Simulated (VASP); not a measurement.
# Tl (P6_3/mmc) in VASP: further runs, part 2 of 2

VASP 6.6.1. Earlier steps stand in the parts before.

### Step 3. Single point, revPBE

This run uses another cell than the first one, of 32.84 Å³/atom, 1.042 times its volume.

Input file INCAR:

```
  PREC = Accurate
  ENCUT = 520
  EDIFF = 1E-6
  ISMEAR = -1
  SIGMA = 0.1
  LREAL = F
  LASPH = T
  NELM = 60
  ALGO = Normal
  ISIF = 2
  LWAVE = F
  LCHARG = F
  GGA = RE
  NBANDS = 34
```

Input file KPOINTS:

```
Automatic mesh
0
Gamma
  11 11 3
```

Input file POSCAR:

```
Tl
1.0
    3.6153760533      0.0000000000      0.0000000000
   -1.8076880267      3.1310075064      0.0000000000
    0.0000000000      0.0000000000     11.6034704482
Tl
4
Direct
    1.0000000000      1.0000000000      0.0000000000
    1.0000000000      1.0000000000      0.5000000000
    0.3333333333      0.6666666667      0.2500000000
    0.6666666667      0.3333333333      0.7500000000
```

Potentials or basis: VASP PAW PBE potentials, release 64 (Tl_d).

Started as:

```
cat potpaw_PBE.64/Tl_d/POTCAR > POTCAR
mpirun -np 1 vasp_std > vasp.out
```

OUTCAR:

```text
PREC = Accurate
   ENCUT = 520
   EDIFF = 1E-6
   ISMEAR = -1
   LREAL = F
   LASPH = T
   NELM = 60
   ISIF = 2
   GGA = RE

 ion  position               nearest neighbor table
   1  0.000  0.000  0.000-   3 3.57   4 3.57   4 3.57   3 3.57   4 3.57   3 3.57
   2  0.000  0.000  0.500-   3 3.57   4 3.57   4 3.57   3 3.57   4 3.57   3 3.57
   3  0.333  0.667  0.250-   1 3.57   2 3.57   1 3.57   2 3.57   1 3.57   2 3.57
   4  0.667  0.333  0.750-   1 3.57   2 3.57   1 3.57   2 3.57   1 3.57   2 3.57

  LATTYP: Found a hexagonal cell.
 ALAT       =     3.6153760533
 C/A-ratio  =     3.2094781503

  Lattice vectors:

 A1 = (   3.6153760533,   0.0000000000,   0.0000000000)
 A2 = (  -1.8076880267,   3.1310075064,   0.0000000000)
 A3 = (   0.0000000000,   0.0000000000,  11.6034704482)

Analysis of symmetry for initial positions (statically):
=====================================================================
 Subroutine PRICEL returns:
 Original cell was already a primitive cell.

 Routine SETGRP: Setting up the symmetry group for a
 hexagonal supercell.

 Subroutine GETGRP returns: Found 24 space group operations
 (whereof 12 operations were pure point group operations)
 out of a pool of 24 trial point group operations.

The static configuration has the point symmetry D_3d.
 The point group associated with its full space group is D_6h.

Analysis of symmetry for dynamics (positions and initial velocities):
=====================================================================
 Subroutine PRICEL returns:
 Original cell was already a primitive cell.

 Routine SETGRP: Setting up the symmetry group for a
 hexagonal supercell.

 Subroutine GETGRP returns: Found 24 space group operations
 (whereof 12 operations were pure point group operations)
 out of a pool of 24 trial point group operations.

The dynamic configuration has the point symmetry D_3d.
 The point group associated with its full space group is D_6h.

 Subroutine INISYM returns: Found 24 space group operations
 (whereof 12 operations are pure point group operations),
 and found     1 'primitive' translations

----------------------------------------------------------------------------------------

                                     Primitive cell

  volume of cell :     131.3486

  direct lattice vectors                    reciprocal lattice vectors
     3.615376053  0.000000000  0.000000000     0.276596400  0.159693006  0.000000000
    -1.807688027  3.131007506  0.000000000     0.000000000  0.319386012  0.000000000
     0.000000000  0.000000000 11.603470448     0.000000000  0.000000000  0.086181113

  length of vectors
     3.615376053  3.615376053 11.603470448     0.319386012  0.319386012  0.086181113

  position of ions in fractional coordinates (direct lattice)
     0.000000000  0.000000000  0.000000000
     0.000000000  0.000000000  0.500000000
     0.333333333  0.666666667  0.250000000
     0.666666667  0.333333333  0.750000000

  ion indices of the primitive-cell ions
   primitive index   ion index
                 1           1
                 2           2
                 3           3
                 4           4

----------------------------------------------------------------------------------------
[... 22 lines left out ...]

 Found     32 irreducible k-points:

 Following reciprocal coordinates:
            Coordinates               Weight
  0.000000  0.000000  0.000000      1.000000
  0.090909  0.000000  0.000000      6.000000
  0.181818  0.000000  0.000000      6.000000
  0.272727 -0.000000  0.000000      6.000000
  0.363636  0.000000  0.000000      6.000000
  0.454545  0.000000  0.000000      6.000000
[... 16 lines left out ...]
  0.090909  0.090909  0.333333     12.000000
  0.181818  0.090909  0.333333     24.000000
 [... further k-points ...]
   k-points           NKPTS =     32   k-points in BZ     NKDIM =     32   number of bands    NBANDS=     34
   number of dos      NEDOS =    301   number of ions     NIONS =      4
   total plane-waves  NPLWV =  70560
   dimension x,y,z NGX =    28 NGY =   28 NGZ =   90
   dimension x,y,z NGXF=    56 NGYF=   56 NGZF=  180
   ions per type =               4
   NGX,Y,Z   is equivalent  to a cutoff of  12.88, 12.88, 12.89 a.u.
   NGXF,Y,Z  is equivalent  to a cutoff of  25.75, 25.75, 25.79 a.u.
 SYSTEM =  unknown system
   PREC   = accura    normal or accurate (medium, high low for compatibility)
   ISTART =      0    job   : 0-new  1-cont  2-samecut
   ICHARG =      2    charge: 1-file 2-atom 10-const
   ISPIN  =      1    spin polarized calculation?
   LNONCOLLINEAR =      F non collinear calculations
   LSORBIT =      F    spin-orbit coupling
   LASPH  =      T    aspherical Exc in radial PAW
   ENCUT  =  520.0 eV  38.22 Ry    6.18 a.u.   6.72  6.72 21.57*2*pi/ulx,y,z
   NELM   =     60;   NELMIN=  2; NELMDL= -5     # of ELM steps
   EDIFF  = 0.1E-05   stopping-criterion for ELM
   LREAL  =      F    real-space projection
   EDIFFG = 0.1E-04   stopping-criterion for IOM
   NSW    =      0    number of steps for IOM
   IBRION =     -1    ionic relax: 0-MD 1-quasi-New 2-CG
   NFREE  =      0    steps in history (QN), initial steepest desc. (CG)
   ISIF   =      2    stress and relaxation
   ISYM   =      2    0-nonsym 1-usesym 2-fastsym
   POTIM  = 0.5000    time-step for ionic-motion
   TEBEG  =    0.0;   TEEND  =   0.0 temperature during run
   PSTRESS=    0.0 pullay stress
   NELECT =      52.0000    total number of electrons
   NUPDOWN=      -1.0000    fix difference up-down
   EMIN   =  10.00;   EMAX   =-10.00  energy-range for DOS
   EFERMI =   0.00;   METHOD = LEGACY
   ISMEAR =    -1;   SIGMA  =   0.10  broadening in eV -4-tet -1-fermi 0-gaus
   EFERMI_NEDOS =   21; number of points for ismear=-14 and -15
   IALGO  =     38    algorithm
   IMIX   =      4    mixing-type and parameters
     AMIX     =   0.40;   BMIX     =  1.00
     AMIX_MAG =   1.60;   BMIX_MAG =  1.00
  volume/ion in A,a.u.               =      32.84       221.60
  Fermi-wavevector in a.u.,A,eV,Ry     =   1.202082  2.271606 19.660436  1.445001
  Thomas-Fermi vector in A             =   2.337873
   LORBIT       =      0    0 simple, 1 ext, 2 COOP (PROOUT), +10 PAW based schemes
   GGA     = RE    functional components
   LHFCALC =     F    Hartree Fock is set to
   AEXX    =    0.0000 exact exchange contribution
   IVDW    =     0    specifies the selected vdW correction
   LEPSILON=     F    determine dielectric tensor
   LRPA    =     F    only Hartree local field effects (RPA)
 non-spin polarized calculation
  energy-cutoff  :      520.00
  volume of cell :      131.35
 maximum number of plane-waves:      3561
 NGX is ok and might be reduce to    28
   NGX = 13   NGY = 13   NGZ = 43

 number of electron      51.9999993 magnetization

 Free energy of the ion-electron system (eV)
  ---------------------------------------------------
  ext. energy  EPLUGINS =         0.00000000
  ---------------------------------------------------
  free energy    TOTEN  =        -7.59969292 eV

  energy without entropy =       -7.52042983  energy(sigma->0) =       -7.56006137

 E-fermi :   5.3345     XC(G=0):  -9.4201

 val. band max:        5.3095810920   @ k =   0.2727   0.2727   0.0000
 cond. band min:       5.3444218690   @ k =   0.2727   0.2727   0.3333
 fundamental gap:      0.0348407770
 Fermi energy:         5.3344822993

 k-point     1 :       0.0000    0.0000    0.0000
  band No.  band energies     occupation
      1      -6.2813      2.00000
      2      -6.2109      2.00000
      3      -6.2008      2.00000
      4      -6.1842      2.00000
      5      -6.1842      2.00000
      6      -6.1694      2.00000
[... 877 lines left out ...]
     33      11.2109      0.00000
     34      11.9476      0.00000

 [... further k-points ...]

------------------------ aborting loop because EDIFF is reached ----------------------------------------

  FORCE on cell =-STRESS in cart. coord.  units (eV):
  Direction    XX          YY          ZZ          XY          YZ          ZX
  --------------------------------------------------------------------------------------
  -------------------------------------------------------------------------------------
  Total       -0.0448111     -0.0448111     -0.0528995      0.0000000      0.0000000     -0.0000000
  in kB       -0.5466016     -0.5466016     -0.6452624      0.0000000      0.0000000     -0.0000000
  external PRESSURE =      -0.5794885 kB  Pullay stress =       0.0000000 kB

 VOLUME and BASIS-vectors are now :
 -----------------------------------------------------------------------------
  energy-cutoff  :      520.00
  volume of cell :      131.35
      direct lattice vectors                 reciprocal lattice vectors
     3.615376053  0.000000000  0.000000000     0.276596400  0.159693006  0.000000000
    -1.807688027  3.131007506  0.000000000     0.000000000  0.319386012  0.000000000
     0.000000000  0.000000000 11.603470448     0.000000000  0.000000000  0.086181113

 POSITION                                       TOTAL-FORCE (eV/Angst)
 -----------------------------------------------------------------------------------
      0.00000      0.00000      0.00000        -0.000000      0.000000      0.000000
      0.00000      0.00000      5.80174        -0.000000      0.000000      0.000000
     -0.00000      2.08734      2.90087         0.000000      0.000000      0.000000
      1.80769      1.04367      8.70260        -0.000000      0.000000      0.000000
 -----------------------------------------------------------------------------------
    total drift:                                0.000000     -0.000000      0.000000

  FREE ENERGIE OF THE ION-ELECTRON SYSTEM (eV)
  ---------------------------------------------------
  free  energy   TOTEN  =        -7.5996929172 eV

  energy  without entropy=       -7.5204298251  energy(sigma->0) =       -7.56006137
```

OSZICAR:

```text
N       E                     dE             d eps       ncg     rms          rms(c)
DAV:   1     0.287010949769E+03    0.28701E+03   -0.27317E+04  2192   0.141E+03
DAV:   2    -0.453574614286E+00   -0.28746E+03   -0.28216E+03  2332   0.318E+02
DAV:   3    -0.756934300411E+01   -0.71158E+01   -0.70265E+01  2492   0.412E+01
DAV:   4    -0.764910342223E+01   -0.79760E-01   -0.79513E-01  2390   0.397E+00
DAV:   5    -0.765028410786E+01   -0.11807E-02   -0.11807E-02  2398   0.538E-01    0.290E+00
DAV:   6    -0.760540423325E+01    0.44880E-01   -0.94363E-02  2324   0.179E+00    0.210E+00
DAV:   7    -0.760061236704E+01    0.47919E-02   -0.60705E-02  2282   0.143E+00    0.587E-01
DAV:   8    -0.759962774796E+01    0.98462E-03   -0.71422E-03  2248   0.482E-01    0.368E-02
DAV:   9    -0.759967265465E+01   -0.44907E-04   -0.74046E-05  2512   0.545E-02    0.180E-02
DAV:  10    -0.759969179237E+01   -0.19138E-04   -0.26535E-05  2274   0.311E-02    0.424E-03
DAV:  11    -0.759969286858E+01   -0.10762E-05   -0.12042E-06  1368   0.734E-03    0.178E-03
DAV:  12    -0.759969291719E+01   -0.48614E-07   -0.19104E-07  1180   0.251E-03
   1 F= -.75996929E+01 E0= -.75600614E+01  d E =-.792631E-01
```

stdout:

```text
POSCAR found type information on POSCAR Tl
 POSCAR found :  1 types and       4 ions
 scaLAPACK will be used
 -----------------------------------------------------------------------------
|                                                                             |
|                                                                             |
|     You enforced a specific xc type in the INCAR file but a different       |
|     I HOPE YOU KNOW WHAT YOU ARE DOING!                                     |
|                                                                             |
 -----------------------------------------------------------------------------

 LDA part: xc-table for (Slater+PW92), standard interpolation
 POSCAR, INCAR and KPOINTS ok, starting setup
 FFT: planning ... GRIDC
 FFT: planning ... GRID_SOFT
 FFT: planning ... GRID
 WAVECAR not read
 entering main loop
```

Wall time 1.8 min (1 thread of Intel Xeon 6975P-C, shared host); peak memory 0.29 GiB.

Results:

* Free energy: -7.5997 eV
* Pressure: -0.1 GPa
* Band gap on the k mesh: zero (band 26 reaches 8.28 eV, above the bottom of band 27 at 4.50 eV)

Caveat: the PAW data sets were made with another functional, which shifts forces and pressure a little; spin-orbit coupling is left out, which moves the levels of the heavy elements.
